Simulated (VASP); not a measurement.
Write the native input for VASP 6.6.1 that does the following.

```yaml
Task: single point
Functional: PBE
Potentials_or_basis: VASP PAW PBE potentials, release 64 (Ca_sv)
Cutoff: 520 eV
k_mesh: 4 × 4 × 4
Occupations: gaussian, width 0.1 eV
Spin: no spin polarisation
Dipole_correction: no
Further_INCAR_settings: ALGO = Normal; EDIFF = 1e-06; NBANDS = 28
```

The structure of Ca lies in POSCAR:

```
Ca
1.0
   -3.7561555887      3.7561555887      3.6936112031
    3.7561555887     -3.7561555887      3.6936112031
    3.7561555887      3.7561555887     -3.6936112031
Ca
4
Direct
    0.8053049014      0.6946950986      0.5000000000
    0.1946950986      0.3053049014      0.5000000000
    0.3053049014      0.8053049014      0.1106098029
    0.6946950986      0.1946950986      0.8893901971
```

This cell differs from its parent crystal: Ba replaced by Ca, lengths x 0.891, strained.

One way to write it, as run:

INCAR

```
SYSTEM = Ca
PREC     = Accurate       ! precision mode
ENCUT    = 520            ! plane-wave cutoff, eV
EDIFF    = 1E-6           ! SCF threshold, eV
ISMEAR   = 0              ! smearing method
SIGMA    = 0.1            ! smearing width, eV
LREAL    = .False.        ! projectors in reciprocal space
LASPH    = .True.         ! aspherical terms in the spheres
NELM     = 100            ! most SCF steps
ALGO     = Normal         ! electronic algorithm
ISIF     = 2              ! what is computed and relaxed
LWAVE    = .False.        ! write WAVECAR
LCHARG   = .False.        ! write CHGCAR
GGA      = PE             ! functional
NBANDS   = 28             ! bands
```

KPOINTS

```
regular mesh
0
Gamma
  4 4 4
  0 0 0
```

Potentials or basis: VASP PAW PBE potentials, release 64 (Ca_sv).

The run is started by

```sh
$ cat potpaw_PBE.64/Ca_sv/POTCAR > POTCAR
$ mpirun -np 1 vasp_std > vasp.out
```

Results of the run:

```yaml
Pressure: -1.9 GPa
Largest_force: 0.333 eV/Å
Band_gap_on_the_k_mesh: zero (band 20 reaches 1.30 eV, above the bottom of band 21 at 0.61 eV)
```

Caveat: the cell differs from its parent crystal (Ba replaced by Ca, lengths x 0.891, strained).

Run time: 36 s on 1 thread of Intel(R) Xeon(R) 6975P-C (Granite Rapids) (shared host), peak memory 0.33 GiB.
